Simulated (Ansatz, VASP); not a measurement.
## One calculation of Si4Ge, two programs

```
Si Ge
1.0
    -2.29380    2.29380    4.14947
     2.29380   -2.29380    4.14947
     2.29380    2.29380   -4.14947
Si Ge
4 1
Direct
  0.36013 0.36013 0.00000
  0.63987 0.63987 0.00000
  0.75000 0.25000 0.50000
  0.25000 0.75000 0.50000
  0.00000 0.00000 0.00000
```

Change from the starting cell: species swapped into the NaGa4 type (I4/mmm, No. 139).

Alike in both runs: functional PBE; k mesh 6 × 6 × 6; occupations gaussian, width 0.2 eV; no spin polarisation.

Ansatz relaxed the structure, and its values are those at the end. VASP's run is a single point on that final structure, the one shown.

```csv
,VASP,Ansatz
version,VASP 6.6.1,Ansatz 0.2.0
potentials or method,"VASP PAW PBE potentials, release 64 (Si, Ge_d), cutoff 500 eV","scalar-relativistic, plane waves, PAW"
valence electrons in the cell,30,30
```

Ansatz gave:

* gap on the k mesh at the Fermi level (eV): none
* pressure (GPa): 0.3
* rms of the force components (eV/Å): 0.007

Task: What did VASP give for the same quantities?

Result: gap on the k mesh at the Fermi level (eV): none; pressure (GPa): 0.2; rms of the force components (eV/Å): 0.008.

A gap of «none» marks a metal or a gap that the smearing closes.
